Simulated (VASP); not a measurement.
# MgO (Fm-3m) in VASP: notebook, part 2 of 2

VASP 6.6.1. The steps go on from the part before.

## Step 3: Single point, PBEsol

Contents of INCAR:

```
ALGO = Normal ; EDIFF = 1E-6
ENCUT = 520 ; GGA = PS
ISIF = 2 ; ISMEAR = 0
LASPH = True ; LCHARG = True
LELF = True ; LREAL = False
LVHAR = True ; LWAVE = False
NBANDS = 11 ; NELM = 60
PREC = Accurate ; SIGMA = 0.02
```

Contents of KPOINTS:

```
k-points
0
Gamma
  10 10 10
```

Contents of POSCAR:

```
MgO
1.0
    0.0000000000      2.1070232062      2.1070232062
    2.1070232062      0.0000000000      2.1070232062
    2.1070232062      2.1070232062      0.0000000000
Mg O
1 1
Direct
    0.0000000000      0.0000000000      0.0000000000
    0.5000000000      0.5000000000      0.5000000000
```

Potentials or basis: VASP PAW PBE potentials, release 64 (Mg, O).

Run with:

```sh
$ cat potpaw_PBE.64/Mg/POTCAR potpaw_PBE.64/O/POTCAR > POTCAR
$ mpirun -np 1 vasp_std > vasp.out
```

OUTCAR:

```text
EDIFF = 1E-6
   ENCUT = 520
   GGA = PS
   ISIF = 2
   ISMEAR = 0
   LASPH = True
   LREAL = False
   NELM = 60
   PREC = Accurate

 ion  position               nearest neighbor table
   1  0.000  0.000  0.000-   2 2.11   2 2.11   2 2.11   2 2.11   2 2.11   2 2.11
   2  0.500  0.500  0.500-   1 2.11   1 2.11   1 2.11   1 2.11   1 2.11   1 2.11

  LATTYP: Found a face centered cubic cell.
 ALAT       =     4.2140464124

  Lattice vectors:

 A1 = (   0.0000000000,   2.1070232062,   2.1070232062)
 A2 = (   2.1070232062,   0.0000000000,   2.1070232062)
 A3 = (   2.1070232062,   2.1070232062,   0.0000000000)

Analysis of symmetry for initial positions (statically):
=====================================================================
 Subroutine PRICEL returns:
 Original cell was already a primitive cell.

 Routine SETGRP: Setting up the symmetry group for a
 face centered cubic supercell.

 Subroutine GETGRP returns: Found 48 space group operations
 (whereof 48 operations were pure point group operations)
 out of a pool of 48 trial point group operations.

The static configuration has the point symmetry O_h .

Analysis of symmetry for dynamics (positions and initial velocities):
=====================================================================
 Subroutine PRICEL returns:
 Original cell was already a primitive cell.

 Routine SETGRP: Setting up the symmetry group for a
 face centered cubic supercell.

 Subroutine GETGRP returns: Found 48 space group operations
 (whereof 48 operations were pure point group operations)
 out of a pool of 48 trial point group operations.

The dynamic configuration has the point symmetry O_h .

 Subroutine INISYM returns: Found 48 space group operations
 (whereof 48 operations are pure point group operations),
 and found     1 'primitive' translations

----------------------------------------------------------------------------------------

                                     Primitive cell
[... 114 lines left out ...]
  Thomas-Fermi vector in A             =   2.368100
   LORBIT       =      0    0 simple, 1 ext, 2 COOP (PROOUT), +10 PAW based schemes
   GGA     = PS    functional components
   LHFCALC =     F    Hartree Fock is set to
   AEXX    =    0.0000 exact exchange contribution
   IVDW    =     0    specifies the selected vdW correction
   LEPSILON=     F    determine dielectric tensor
   LRPA    =     F    only Hartree local field effects (RPA)
 non-spin polarized calculation
 Gauss-broadening in eV      SIGMA  =   0.02
  energy-cutoff  :      520.00
  volume of cell :       18.71
 maximum number of plane-waves:       531
 NGX is ok and might be reduce to    24
   NGX = 11   NGY = 11   NGZ = 11

 number of electron       8.0000005 magnetization

 Free energy of the ion-electron system (eV)
  ---------------------------------------------------
  ext. energy  EPLUGINS =         0.00000000
  ---------------------------------------------------
  free energy    TOTEN  =       -12.51247596 eV

  energy without entropy =      -12.51247596  energy(sigma->0) =      -12.51247596

 E-fermi :   3.1490     XC(G=0): -11.3035

 val. band max:        3.0567327618   @ k =   0.0000   0.0000   0.0000
 cond. band min:       7.6773551877   @ k =   0.0000   0.0000   0.0000
 fundamental gap:      4.6206224259
 Fermi energy:         3.1490132904

 k-point     1 :       0.0000    0.0000    0.0000
  band No.  band energies     occupation
      1     -14.1418      2.00000
      2       3.0567      2.00000
      3       3.0567      2.00000
      4       3.0567      2.00000
      5       7.6774      0.00000
      6      18.6807      0.00000
      7      18.6807      0.00000
      8      18.6807      0.00000
      9      22.5196      0.00000
     10      24.4016      0.00000
     11      24.4016      0.00000
[... 309 lines left out ...]
 k-point    24 :       0.4000    0.3000    0.0000
  band No.  band energies     occupation
      1     -12.8787      2.00000
      2      -0.5659      2.00000
      3       1.7356      2.00000
      4       1.9589      2.00000
      5      12.5099      0.00000
      6      13.0572      0.00000
      7      16.5212      0.00000
      8      21.0832      0.00000
      9      21.2874      0.00000
     10      27.8020      0.00000
     11      29.9214      0.00000

 [... further k-points ...]
[... 5 lines left out ...]
  --------------------------------------------------------------------------------------
  -------------------------------------------------------------------------------------
  Total       -0.0589728     -0.0589728     -0.0589728      0.0000000     -0.0000000     -0.0000000
  in kB       -5.0503827     -5.0503827     -5.0503827      0.0000000     -0.0000000     -0.0000000
  external PRESSURE =      -5.0503827 kB  Pullay stress =       0.0000000 kB

 VOLUME and BASIS-vectors are now :
 -----------------------------------------------------------------------------
  energy-cutoff  :      520.00
  volume of cell :       18.71
      direct lattice vectors                 reciprocal lattice vectors
     0.000000000  2.107023206  2.107023206    -0.237301610  0.237301610  0.237301610
     2.107023206  0.000000000  2.107023206     0.237301610 -0.237301610  0.237301610
     2.107023206  2.107023206  0.000000000     0.237301610  0.237301610 -0.237301610

 POSITION                                       TOTAL-FORCE (eV/Angst)
 -----------------------------------------------------------------------------------
      0.00000      0.00000      0.00000         0.000000      0.000000      0.000000
      2.10702      2.10702      2.10702        -0.000000     -0.000000     -0.000000
 -----------------------------------------------------------------------------------
    total drift:                               -0.000000     -0.000000      0.000000

  FREE ENERGIE OF THE ION-ELECTRON SYSTEM (eV)
  ---------------------------------------------------
  free  energy   TOTEN  =       -12.5124759564 eV

  energy  without entropy=      -12.5124759564  energy(sigma->0) =      -12.51247596
```

It took 6.3 s on 1 thread of Intel Xeon 6975P-C (Granite Rapids), shared host; peak memory 0.14 GiB.

Results:

```
Free energy            : -12.5125 eV
Pressure               : -0.5 GPa
Band gap on the k mesh : 4.62 eV, direct
```

Caveat: the PAW data sets were made with another functional, which shifts forces and pressure a little.

## Step 4: Relaxation of cell and atoms, PBEsol

This run uses another cell than the first one, of 9.22 Å³/atom, 0.986 times its volume.

Contents of INCAR:

```
ALGO = Normal
EDIFF = 1E-6
EDIFFG = -0.005
ENCUT = 600
GGA = PS
IBRION = 2
ISIF = 3
ISMEAR = 0
LASPH = T
LCHARG = F
LREAL = F
LWAVE = F
NELM = 60
NSW = 100
PREC = Accurate
SIGMA = 0.02
```

KPOINTS is that of step 3.

Contents of POSCAR:

```
MgO
1.0
    0.0000000000      2.0970013927      2.0970013927
    2.0970013927      0.0000000000      2.0970013927
    2.0970013927      2.0970013927      0.0000000000
Mg O
1 1
Direct
    0.0000000000      0.0000000000      0.0000000000
    0.5000000000      0.5000000000      0.5000000000
```

Run with:

```sh
$ cat potpaw_PBE.64/Mg/POTCAR potpaw_PBE.64/O/POTCAR > POTCAR
$ mpirun -np 1 vasp_std > vasp.out
```

Wall time 8 s (1 thread of Intel Xeon 6975P-C (Granite Rapids), shared host); peak memory 0.14 GiB.

Results (log left out):

- Free energy: -12.5150 eV
- Relaxed volume: 9.31 Å³/atom
- Relaxed cell: a = 2.976 Å, b = 2.976 Å, c = 2.976 Å, α = 60.00°, β = 60.00°, γ = 60.00°
- Space group after relaxing (to 0.05 Å): Fm-3m (No. 225)
- Energy gained by relaxing: 0.5 meV/atom
- Ionic steps: 3
- Pressure after relaxing: 0.0 GPa
- Band gap on the k mesh: 4.66 eV, direct

The path:
| step | energy change (eV) | largest force (eV/Å) | pressure (GPa) | volume (Å³) |
| --- | --- | --- | --- | --- |
| 1 | 0.0000 | 0.0000 | 1.62 | 18.44 |
| 2 | -0.0008 | 0.0000 | -0.56 | 18.69 |
| 3 | -0.0009 | 0.0000 | 0.00 | 18.63 |

Final structure:
```yaml
crystal:
  lattice:
    - [0.00000, 2.10400, 2.10400]
    - [2.10400, 0.00000, 2.10400]
    - [2.10400, 2.10400, 0.00000]
  atoms:
    - { symbol: Mg, position: [0.00000, 0.00000, 0.00000] }
    - { symbol: O, position: [0.50000, 0.50000, 0.50000] }
```

Levels at points of the mesh, in eV from the valence-band top:
```tsv
k point	band 2	band 3	band 4	band 5	band 6	band 7
(0.00, 0.00, 0.00)	0.00	0.00	0.00	4.66	15.65	15.65
(0.50, 0.00, 0.00)	-4.69	-0.67	-0.67	7.76	12.54	16.21
(0.50, 0.50, 0.00)	-4.16	-1.37	-1.37	8.93	9.91	13.00
```

Caveat: the PAW data sets were made with another functional, which shifts forces and pressure a little.
